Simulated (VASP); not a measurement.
A run of VASP 6.6.1 is set up as follows.

INCAR

```
PREC = Accurate
ENCUT = 520
EDIFF = 1E-6
ISMEAR = 0
SIGMA = 0.05
LREAL = False
LASPH = True
NELM = 60
ALGO = Normal
ISIF = 2
LWAVE = False
LCHARG = False
GGA = PE
NBANDS = 18
```

KPOINTS

```
Automatic mesh
0
Gamma
  12 12 8
```

The input POSCAR:

```
PtS2
1.0
    3.5431994758      0.0000000000      0.0000000000
   -1.7715997379      3.0685007567      0.0000000000
    0.0000000000      0.0000000000      5.0388000000
Pt S
1 2
Direct
    0.0000000000      0.0000000000      0.0000000000
    0.3480940704      0.6263395830      0.2500000000
    0.6814274037      0.2930062497      0.7500000000
```

Potentials or basis: VASP PAW PBE potentials, release 64 (Pt, S).

The run is started by

```sh
$ cat potpaw_PBE.64/Pt/POTCAR potpaw_PBE.64/S/POTCAR > POTCAR
$ mpirun -np 1 vasp_std > vasp.out
```

(1) What does it give for the largest force?

(2) What does it give for the band gap on the k mesh?

## Answers

(1) 2.857 eV/Å.

(2) 0.48 eV (least direct gap 0.83 eV).

Caveat: the cell differs from its parent crystal (all S atoms moved +0.175 Å, as atom 2 along Cartesian [1 -1 0]); spin-orbit coupling is left out, which moves the levels of the heavy elements; forces of over 1 eV/Å act on the atoms, so gaps and moduli don't describe the material at rest.
